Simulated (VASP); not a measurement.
# MnO2 (P-3m1) in VASP: a series of runs, part 2 of 2

VASP 6.6.1. Earlier steps stand in the parts before.

### Step 4. Relaxation of cell and atoms, RPBE+D4, collinear spin, ferromagnetic start

This run uses another cell than the first one, of 10.84 Å³/atom, 0.980 times its volume.

File INCAR:

```
PREC     = Accurate       # precision mode
ENCUT    = 600            # plane-wave cutoff, eV
EDIFF    = 1E-7           # SCF threshold, eV
ISMEAR   = -1             # smearing method
SIGMA    = 0.05           # smearing width, eV
LREAL    = False          # projectors in reciprocal space
LASPH    = True           # aspherical terms in the spheres
NELM     = 150            # most SCF steps
ALGO     = Normal         # electronic algorithm
ISIF     = 3              # what is computed and relaxed
LWAVE    = False          # write WAVECAR
LCHARG   = False          # write CHGCAR
ISPIN    = 2              # spin polarisation
MAGMOM   = 4 0 0          # initial moments
LORBIT   = 11             # projections on sites
LMAXMIX  = 4              # l up to which the mixer works
GGA      = RP             # functional
IVDW     = 13             # dispersion correction
IBRION   = 2              # ionic algorithm
NSW      = 60             # ionic steps
EDIFFG   = -0.01          # ionic threshold
```

File KPOINTS:

```
regular mesh
0
Gamma
  11 11 6
```

File POSCAR:

```
MnO2
1.0
    2.8565781804      0.0000000000      0.0000000000
   -1.4282890902      2.4738692722      0.0000000000
    0.0000000000      0.0000000000      4.6013740589
Mn O
1 2
Direct
    0.0000000000      0.0000000000      0.5000000000
    0.3333333333      0.6666666667      0.7062925700
    0.6666666667      0.3333333333      0.2937074300
```

Potentials or basis: VASP PAW PBE potentials, release 64 (Mn_pv, O).

Command:

```sh
$ cat potpaw_PBE.64/Mn_pv/POTCAR potpaw_PBE.64/O/POTCAR > POTCAR
$ mpirun -np 1 vasp_std > vasp.out
```

OUTCAR:

```text
PREC = Accurate
   ENCUT = 600
   EDIFF = 1E-7
   ISMEAR = -1
   LREAL = False
   LASPH = True
   NELM = 150
   ISIF = 3
   ISPIN = 2
   LORBIT = 11
   GGA = RP
   IVDW = 13
   IBRION = 2
   NSW = 60
   EDIFFG = -0.01

 ion  position               nearest neighbor table
   1  0.000  0.000  0.500-   2 1.90   3 1.90   3 1.90   2 1.90   3 1.90   2 1.90
   2  0.333  0.667  0.706-   1 1.90   1 1.90   1 1.90
   3  0.667  0.333  0.294-   1 1.90   1 1.90   1 1.90

  LATTYP: Found a hexagonal cell.
 ALAT       =     2.8565781804
 C/A-ratio  =     1.6107992739

  Lattice vectors:

 A1 = (   2.8565781804,   0.0000000000,   0.0000000000)
 A2 = (  -1.4282890902,   2.4738692722,   0.0000000000)
 A3 = (   0.0000000000,   0.0000000000,   4.6013740589)

Analysis of symmetry for initial positions (statically):
=====================================================================
 Subroutine PRICEL returns:
 Original cell was already a primitive cell.

 Routine SETGRP: Setting up the symmetry group for a
 hexagonal supercell.

 Subroutine GETGRP returns: Found 12 space group operations
 (whereof 12 operations were pure point group operations)
 out of a pool of 24 trial point group operations.

The static configuration has the point symmetry D_3d.

Analysis of symmetry for dynamics (positions and initial velocities):
=====================================================================
 Subroutine PRICEL returns:
 Original cell was already a primitive cell.

 Routine SETGRP: Setting up the symmetry group for a
 hexagonal supercell.

 Subroutine GETGRP returns: Found 12 space group operations
 (whereof 12 operations were pure point group operations)
 out of a pool of 24 trial point group operations.

The dynamic configuration has the point symmetry D_3d.

Analysis of structural, dynamic, and magnetic symmetry:
=====================================================================
 Subroutine PRICEL returns:
 Original cell was already a primitive cell.

 Routine SETGRP: Setting up the symmetry group for a
 hexagonal supercell.
[... 143 lines left out ...]
 NGX is ok and might be reduce to    24
   NGX = 11   NGY = 11   NGZ = 19

--------------------------------------- Ionic step        1  -------------------------------------------

 number of electron      24.9999996 magnetization       3.0000132

 Free energy of the ion-electron system (eV)
  ---------------------------------------------------
  ext. energy  EPLUGINS =         0.00000000
  ---------------------------------------------------
  free energy    TOTEN  =       -22.63334349 eV

  energy without entropy =      -22.63334089  energy(sigma->0) =      -22.63334219

------------------------ aborting loop because EDIFF is reached ----------------------------------------

  DFT-D4 for vdW energy calculation

  Edisp (eV):   -1.17592
[... 108 lines left out ...]
  FREE ENERGIE OF THE ION-ELECTRON SYSTEM (eV)
  ---------------------------------------------------
  free  energy   TOTEN  =       -23.8215231280 eV

  energy  without entropy=      -23.8215218429  energy(sigma->0) =      -23.82152249

[... ionic steps 4 to 10 ...]

--------------------------------------- Ionic step       11  -------------------------------------------

 number of electron      25.0000004 magnetization       2.9999970

------------------------ aborting loop because EDIFF is reached ----------------------------------------
[... 77 lines left out ...]
--------------------------------------- Ionic step       13  -------------------------------------------

 number of electron      25.0000001 magnetization       2.9999966

 Free energy of the ion-electron system (eV)
  ---------------------------------------------------
  ext. energy  EPLUGINS =         0.00000000
  ---------------------------------------------------
  free energy    TOTEN  =       -22.61966464 eV

  energy without entropy =      -22.61966256  energy(sigma->0) =      -22.61966360

 E-fermi :   4.1966     XC(G=0): -10.7655

 val. band max:        3.7010239418   @ k =   0.0909   0.0909   0.5000
 cond. band min:       4.6589322138   @ k =   0.0000   0.0000   0.5000
 fundamental gap:      0.9579082720
 Fermi energy:         4.1966125965

 spin component 1

 k-point     1 :       0.0000    0.0000    0.0000
  band No.  band energies     occupation
      1     -46.6986      1.00000
      2     -46.6905      1.00000
      3     -46.6905      1.00000
      4     -15.8193      1.00000
      5     -13.5352      1.00000
      6      -2.5436      1.00000
[... 493 lines left out ...]
     17      14.5169      0.00000
     18      17.6285      0.00000

 [... further k-points ...]

 spin component 2

 k-point     1 :       0.0000    0.0000    0.0000
  band No.  band energies     occupation
      1     -43.5573      1.00000
      2     -43.5573      1.00000
      3     -43.3972      1.00000
      4     -15.7001      1.00000
      5     -13.4640      1.00000
      6      -1.6862      1.00000
[... 529 lines left out ...]
  FREE ENERGIE OF THE ION-ELECTRON SYSTEM (eV)
  ---------------------------------------------------
  free  energy   TOTEN  =       -23.8294757770 eV

  energy  without entropy=      -23.8294737003  energy(sigma->0) =      -23.82947474

 reached required accuracy - stopping structural energy minimisation

 total charge

# of ion       s       p       d       tot
------------------------------------------
    1        0.345   6.444   4.893  11.682
    2        1.585   3.416   0.000   5.001
    3        1.585   3.416   0.000   5.001
--------------------------------------------------
tot          3.515  13.275   4.893  21.683

 magnetization (x)

# of ion       s       p       d       tot
------------------------------------------
    1        0.030   0.040   2.806   2.876
    2        0.004   0.022   0.000   0.025
    3        0.004   0.022   0.000   0.025
--------------------------------------------------
tot          0.037   0.083   2.806   2.926
```

OSZICAR:

```text
N       E                     dE             d eps       ncg     rms          rms(c)
DAV:   1     0.273035937760E+03    0.27304E+03   -0.16268E+04  6048   0.176E+03
DAV:   2    -0.113364593371E+02   -0.28437E+03   -0.27389E+03  6864   0.454E+02
[... 160 lines left out ...]
DAV:   3    -0.226196776671E+02    0.28296E-03   -0.15241E-03  7498   0.497E-01    0.500E-02
DAV:   4    -0.226196672463E+02    0.10421E-04   -0.21388E-04  6368   0.139E-01    0.203E-02
DAV:   5    -0.226196643896E+02    0.28568E-05   -0.99444E-06  6852   0.267E-02    0.107E-02
DAV:   6    -0.226196643690E+02    0.20561E-07   -0.44365E-06  6538   0.249E-02    0.470E-03
DAV:   7    -0.226196646156E+02   -0.24653E-06   -0.62850E-07  6486   0.915E-03    0.119E-03
DAV:   8    -0.226196646398E+02   -0.24276E-07   -0.61733E-08  3290   0.231E-03
  13 F= -.23829476E+02 E0= -.23829475E+02  d E =-.201704E-03  mag=     3.0000
```

Run time: 21 min. Hardware: 1 thread of Oxide Virtual Turin-like, shared host; peak memory 0.22 GiB.

What came out:

```yaml
Free_energy: -23.8295 eV
Relaxed_volume: 10.52 Å³/atom
Relaxed_cell: a = 2.877 Å, b = 2.877 Å, c = 4.404 Å, α = 90.00°, β = 90.00°, γ = 120.00°
Space_group_after_relaxing_to_0.05_Å: P-3m1 (No. 164)
Energy_gained_by_relaxing: 6.7 meV/atom
Ionic_steps: 13
Pressure_after_relaxing: 0.0 GPa
Band_gap_on_the_k_mesh: 0.96 eV, indirect (least direct gap 1.05 eV)
Net_moment: 3.00 μB per cell
Site_moments: Mn +2.88; O +0.03 μB
Valence_electrons_inside_the_program's_atomic_spheres: Mn 11.68; O 5.00
Dispersion_energy_per_atom: -0.403 eV
```

Step by step:
| step | energy change (eV) | largest force (eV/Å) | pressure (GPa) | volume (Å³) |
| --- | --- | --- | --- | --- |
| 1 | 0.0000 | 0.4581 | 4.35 | 32.52 |
| 2 | 0.0113 | 0.4863 | -6.30 | 33.92 |
| 3 | -0.0123 | 0.0433 | -0.40 | 33.09 |
| 4 | -0.0123 | 0.0513 | -0.31 | 33.08 |
| 5 | -0.0130 | 0.0536 | -0.31 | 33.00 |
| 6 | -0.0152 | 0.0610 | -0.27 | 32.74 |
| 7 | -0.0184 | 0.0765 | -0.14 | 32.23 |
| 8 | -0.0180 | 0.1042 | 0.50 | 31.20 |
| 9 | -0.0194 | 0.0983 | 0.18 | 31.76 |
| 10 | -0.0200 | 0.0260 | -0.59 | 31.68 |
| 11 | -0.0200 | 0.0043 | -0.46 | 31.70 |
| 12 | -0.0202 | 0.0012 | 0.16 | 31.53 |
| 13 | -0.0202 | 0.0019 | 0.00 | 31.57 |

Final structure:
```xyz
3
Lattice="2.8772 0.0000 0.0000 -1.4386 2.4917 0.0000 0.0000 0.0000 4.4039" Properties=species:S:1:pos:R:3 pbc="T T T"
Mn    0.0000    0.0000    2.2019
O     0.0000    1.6612    3.1620
O     1.4386    0.8306    1.2418
```

Caveat: the PAW data sets were made with another functional, which shifts forces and pressure a little; a cell with one magnetic atom can't hold antiferromagnetic order, which such compounds often take.

### Step 5. Relaxation of cell and atoms, RPBE+D3(BJ), collinear spin, ferromagnetic start

This run uses another cell than the first one, of 10.84 Å³/atom, 0.980 times its volume.

File INCAR:

```
SYSTEM = MnO2
PREC = Accurate
ENCUT = 600
EDIFF = 1E-6
ISMEAR = -1
SIGMA = 0.05
LREAL = .False.
LASPH = .True.
NELM = 150
ALGO = Normal
ISIF = 3
LWAVE = .False.
LCHARG = .False.
ISPIN = 2
MAGMOM = 4 0 0
LORBIT = 11
LMAXMIX = 4
GGA = RP
IVDW = 12
IBRION = 2
NSW = 60
EDIFFG = -0.01
```

File KPOINTS:

```
Automatic mesh
0
Gamma
  11 11 6
  0 0 0
```

POSCAR is that of step 4.

Command:

```sh
$ cat potpaw_PBE.64/Mn_pv/POTCAR potpaw_PBE.64/O/POTCAR > POTCAR
$ mpirun -np 1 vasp_std > vasp.out
```

It took 20 min on 1 thread of Oxide Virtual Turin-like, shared host; peak memory 0.22 GiB.

The run converged. Its results:

```
Free energy                                           : -24.2880 eV
Relaxed volume                                        : 10.71 Å³/atom
Relaxed cell                                          : a = 2.853 Å, b = 2.853 Å, c = 4.561 Å, α = 90.00°, β = 90.00°, γ = 120.00°
Space group after relaxing (to 0.05 Å)                : P-3m1 (No. 164)
Energy gained by relaxing                             : 4.1 meV/atom
Ionic steps                                           : 16
Pressure after relaxing                               : 0.1 GPa
Band gap on the k mesh                                : 0.97 eV, indirect (least direct gap 1.06 eV)
Net moment                                            : 3.00 μB per cell
Site moments                                          : Mn +2.86; O +0.03 μB
Valence electrons inside the program's atomic spheres : Mn 11.71; O 5.00
Dispersion energy per atom                            : -0.551 eV
```

Forces on the atoms (eV/Å):
```
Mn   0.000  0.000  0.000
O    0.000  0.000  0.003
O    0.000  0.000 -0.003
```

The path:
| step | energy change (eV) | largest force (eV/Å) | pressure (GPa) | volume (Å³) |
| --- | --- | --- | --- | --- |
| 1 | 0.0000 | 0.4889 | 2.95 | 32.52 |
| 2 | 0.0042 | 0.3852 | -5.25 | 33.47 |
| 3 | -0.0093 | 0.0803 | -0.92 | 32.94 |
| 4 | -0.0114 | 0.0237 | -0.34 | 32.76 |
| 5 | -0.0115 | 0.0069 | -0.12 | 32.71 |
| 6 | -0.0115 | 0.0090 | -0.20 | 32.71 |
| 7 | -0.0116 | 0.0315 | 0.07 | 32.65 |
| 8 | -0.0116 | 0.0379 | 0.25 | 32.64 |
| 9 | -0.0116 | 0.0352 | 0.08 | 32.64 |
| 10 | -0.0116 | 0.0288 | 0.18 | 32.63 |
| 11 | -0.0118 | 0.0113 | -0.13 | 32.59 |
| 12 | -0.0119 | 0.0240 | -0.44 | 32.51 |
| 13 | -0.0119 | 0.0226 | -0.32 | 32.50 |
| 14 | -0.0120 | 0.0188 | -0.38 | 32.44 |
| 15 | -0.0121 | 0.0115 | -0.20 | 32.34 |
| 16 | -0.0122 | 0.0030 | 0.11 | 32.14 |

Final structure:
```
Mn O
1.0
     2.85259    0.00000    0.00000
    -1.42629    2.47041    0.00000
     0.00000    0.00000    4.56094
Mn O
1 2
Cartesian
  2.8526 0.0000 2.2805
  0.0000 1.6469 3.2550
  1.4263 0.8235 1.3059
```

Levels at points of the mesh, in eV from the valence-band top:
Spin up:
```
           k point  band 10  band 11  band 12  band 13  band 14  band 15  band 16  band 17  band 18
(0.00, 0.00, 0.00)    -2.39    -1.27    -1.27    -0.98    -0.45     2.83     2.83     7.43    10.61
(0.00, 0.00, 0.50)    -2.39    -2.37    -1.33    -1.33    -0.09     2.90     2.90     9.54     9.67
```
Spin down:
```csv
k point,band 9,band 10,band 11,band 12,band 13,band 14
"(0.00, 0.00, 0.00)",-1.23,-1.23,-0.83,0.98,0.98,2.47
"(0.00, 0.00, 0.50)",-2.25,-1.29,-1.29,0.97,0.97,2.61
```

Caveat: the PAW data sets were made with another functional, which shifts forces and pressure a little; a cell with one magnetic atom can't hold antiferromagnetic order, which such compounds often take.

### Step 6. Overview

| task | level | potentials or basis | cell | k mesh | second run | gap on the mesh (eV) | pressure (GPa) | moment (μB) | relaxed volume (Å³/atom) | largest force (eV/Å) |
| --- | --- | --- | --- | --- | --- | --- | --- | --- | --- | --- |
| single point | PBEsol | VASP PAW PBE potentials, release 64 (Mn_sv, O) | a = 2.857, b = 2.857, c = 4.693 Å, angles 90.0, 90.0, 120.0°, 3 atoms | 9 × 9 × 5 | valence_matched | 0.72 | -2.2 | 3.00 | - | 0.01 |
| single point | PBEsol | VASP PAW PBE potentials, release 64 (Mn_sv, O) | a = 2.857, b = 2.857, c = 4.647 Å, angles 90.0, 90.0, 120.0°, 3 atoms | 9 × 9 × 5 | valence_matched | 0.71 | -2.1 | 3.00 | - | 0.01 |
| relaxation of cell and atoms | RPBE+D4 | VASP PAW PBE potentials, release 64 (Mn_pv, O) | relaxed from a = 2.857, b = 2.857, c = 4.601 Å, angles 90.0, 90.0, 120.0°, 3 atoms | 11 × 11 × 6 | - | 0.96 | 0.0 | 3.00 | 10.52 | - |
| relaxation of cell and atoms | RPBE+D3(BJ) | VASP PAW PBE potentials, release 64 (Mn_pv, O) | relaxed from a = 2.857, b = 2.857, c = 4.601 Å, angles 90.0, 90.0, 120.0°, 3 atoms | 11 × 11 × 6 | - | 0.97 | 0.1 | 3.00 | 10.71 | - |

Alike in all rows: spin collinear, ferromagnetic start; cutoff (eV) 600; smearing fermi-dirac 0.05 eV.

Caveats: the PAW data sets were made with another functional, which shifts forces and pressure a little; a cell with one magnetic atom can't hold antiferromagnetic order, which such compounds often take.

Total energies depend on the potentials used, so only differences within one code and one set of settings carry meaning.
